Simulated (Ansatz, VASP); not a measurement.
# Two plane-wave programs on PtS2

The input INCAR:

```
SYSTEM = PtS2
PREC     = Accurate       ! precision mode
ENCUT    = 520            ! plane-wave cutoff, eV
EDIFF    = 1E-7           ! SCF threshold, eV
ISMEAR   = 0              ! smearing method
SIGMA    = 0.05           ! smearing width, eV
LREAL    = .FALSE.        ! projectors in reciprocal space
LASPH    = .TRUE.         ! aspherical terms in the spheres
NELM     = 80             ! most SCF steps
ALGO     = Normal         ! electronic algorithm
ISIF     = 2              ! what is computed and relaxed
LWAVE    = .FALSE.        ! write WAVECAR
LCHARG   = .FALSE.        ! write CHGCAR
LDIPOL   = .TRUE.       
IDIPOL   = 3            
DIPOL    = 0.5 0.5 0.383
GGA      = PE             ! functional
IVDW     = 12             ! dispersion correction
NBANDS   = 31             ! bands
```

Contents of KPOINTS:

```
regular mesh
0
G
  9 9 1
  0 0 0
```

Contents of POSCAR:

```
PtS2
1.0
    3.5415266177      0.0000000000      0.0000000000
   -1.7707633089      3.0670520191      0.0000000000
    0.0000000000      0.0000000000     22.4670701842
S Pt
4 2
Direct
    0.6666666667      0.3333333333      0.2002931385
    0.3333333333      0.6666666667      0.3108342581
    0.5000000000      1.0000000000      0.4550453178
    0.1666666667      1.3333333333      0.5655864374
    0.0000000000      0.0000000000      0.2555636983
   -0.1666666667      0.6666666667      0.5103158776
```

Input for Ansatz:

```yaml
crystal:
  lattice:
    - [3.5415266177, 0.0, 0.0]
    - [-1.7707633089, 3.0670520191, 0.0]
    - [0.0, 0.0, 22.4670701842]
  atoms:
    - { symbol: S, position: [0.6666666667, 0.3333333333, 0.2002931385] }
    - { symbol: Pt, position: [0.0, 0.0, 0.2555636983] }
    - { symbol: S, position: [0.3333333333, 0.6666666667, 0.3108342581] }
    - { symbol: S, position: [0.5, 1.0, 0.4550453178] }
    - { symbol: Pt, position: [-0.1666666667, 0.6666666667, 0.5103158776] }
    - { symbol: S, position: [0.1666666667, 1.3333333333, 0.5655864374] }
basis:
  ecutwfc: 420
kpoints:
  mp_grid: { grid: [9, 9, 1] }
hamiltonian:
  xc: pbe
  pseudopotentials: { kind: paw, azcp: { folder: soft_1 } }
  dispersion: d3bj
scf:
  occupations: { method: gaussian, width: 0.05 }
output:
  forces: true
  eigenvalues: true
  write_density: true
  write_potential: true
  elf: true
  volumetric_format: npy
efield:
  axis: 3
  dipole_correction: true
  ramp_width: 0.04
```

Alike in both runs: task single point; functional PBE; dispersion D3(BJ); k mesh 9 × 9 × 1; occupations gaussian, width 0.05 eV; no spin polarisation.

|  | VASP | Ansatz |
| --- | --- | --- |
| version | VASP 6.6.1 | Ansatz 0.2.0 |
| potentials or method | VASP PAW PBE potentials, release 64 (S, Pt), cutoff 520 eV | scalar-relativistic, plane waves, PAW |
| valence electrons in the cell | 44 | 60 |

|  | VASP | Ansatz | Ansatz less VASP |
| --- | --- | --- | --- |
| gap on the k mesh at the Fermi level (eV) | 1.29 | 1.28 | -0.007 |
| least direct gap on the mesh (eV) | 1.43 | 1.42 | -0.007 |
| rms of the force components (eV/Å) | 0.052 | 0.045 | -0.0064 |

VASP's potentials hold 44 valence electrons a cell and Ansatz's 60, so a difference there can come from the potentials and not from the codes. Ansatz's warnings: xc potential rough in thin density.

Neither program's run includes spin-orbit coupling.
